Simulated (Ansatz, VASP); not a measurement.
# One calculation of CdSe, two programs

```
Cd Se
1.0
     0.00000    2.44653    2.44653
     2.44653    0.00000    2.44653
     2.44653    2.44653    0.00000
Cd Se
1 1
Direct
  0.00000 0.00000 0.00000
  0.50000 0.50000 0.50000
```

Change from the starting cell: volume scaled by 0.62, to set the pressure.

Alike in both runs: task single point; functional PBE; k mesh 14 × 14 × 14; occupations fermi-dirac, width 0.05 eV; no spin polarisation.

|  | VASP | Ansatz |
| --- | --- | --- |
| version | VASP 6.6.1 | Ansatz 0.2.0 |
| potentials or method | VASP PAW PBE potentials, release 64 (Cd, Se) | PAW with Ansatz's default frozen-core files, scalar-relativistic |
| plane-wave cutoff (eV) | 520 | 420 |
| valence electrons in the cell | 18 | 36 |

```tsv
	VASP	Ansatz	Ansatz less VASP
pressure (GPa)	92.9	89.8	-3.14
```

Both programs put the cell under a high pressure, so it lies far from rest at this level. The functional is the same, so the differences come from potentials, cutoffs and numerics. VASP's potentials hold 18 valence electrons a cell and Ansatz's 36, so a difference there can come from the potentials and not from the codes.

Noted on VASP's run: the cell as given lies far from equilibrium.
